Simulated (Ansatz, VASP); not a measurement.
**Ir in VASP and in Ansatz**

```
Ir
1.0
     0.00000    1.93526    1.93526
     1.93526    0.00000    1.93526
     1.93526    1.93526    0.00000
Ir
1
Direct
  0.00000 0.00000 0.00000
```

Alike in both runs: functional PBE; k mesh 23 × 23 × 23; occupations fermi-dirac, width 0.05 eV; no spin polarisation.

Ansatz relaxed the structure, and its values are those at the end. VASP's run is a single point on that final structure, the one shown.

```csv
,VASP,Ansatz
version,VASP 6.6.1,Ansatz 0.2.0
potentials or method,"VASP PAW PBE potentials, release 64 (Ir)","PAW with Ansatz's default frozen-core files, scalar-relativistic"
plane-wave cutoff (eV),520,420
valence electrons in the cell,9,17
```

```csv
,VASP,Ansatz,Ansatz less VASP
pressure (GPa),0.5,0.0,-0.50
```

The functional is the same, so the differences come from potentials, cutoffs and numerics. VASP's potentials hold 9 valence electrons a cell and Ansatz's 17, so a difference there can come from the potentials and not from the codes.

Neither program's run includes spin-orbit coupling.
